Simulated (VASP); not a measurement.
Set up this calculation in VASP 6.6.1, as the native input.

| Property | Result |
| --- | --- |
| Task | single point |
| Functional | PBEsol |
| Potentials or basis | VASP PAW PBE potentials, release 64 (Al, Cu) |
| Cutoff | 520 eV |
| k mesh | 12 × 12 × 16 |
| Occupations | gaussian, width 0.15 eV |
| Spin | no spin polarisation |
| Dipole correction | no |
| Further INCAR settings | ALGO = Fast; EDIFF = 1e-06; NBANDS = 16 |

The structure of Al2Cu lies in POSCAR:

```
Al2Cu
1.0
    4.0841721988      0.0459469372      0.0000000000
    0.0459469372      4.0841721988      0.0000000000
    0.0000000000      0.0000000000      2.8463947459
Al Cu
2 1
Direct
    0.5000000000      0.0000000000      0.5000000000
    0.0000000000      0.5000000000      0.5000000000
    0.0000000000      0.0000000000      0.0000000000
```

This cell differs from its parent crystal: strain +0.0225 x Voigt [0, 0, 0, 0, 0, 1].

The input as run:

INCAR

```
PREC = Accurate
ENCUT = 520
EDIFF = 1E-6
ISMEAR = 0
SIGMA = 0.15
LREAL = False
LASPH = True
NELM = 100
ALGO = Fast
ISIF = 2
LWAVE = False
LCHARG = False
GGA = PS
NBANDS = 16
```

KPOINTS

```
regular mesh
0
Gamma
  12 12 16
```

Potentials or basis: VASP PAW PBE potentials, release 64 (Al, Cu).

Command:

```console
$ cat potpaw_PBE.64/Al/POTCAR potpaw_PBE.64/Cu/POTCAR > POTCAR
$ mpirun -np 1 vasp_std > vasp.out
```

It gave:

* Pressure: 0.0 GPa
* Band gap on the k mesh: zero (an odd number of electrons rules out a gap without spin polarisation)

Caveat: the cell differs from its parent crystal (strain +0.0225 x Voigt [0, 0, 0, 0, 0, 1]); the PAW data sets were made with another functional, which shifts forces and pressure a little.

It took 2.8 min on 1 thread of Intel(R) Xeon(R) Platinum 8559C (Emerald Rapids) (shared host), peak memory 0.37 GiB.
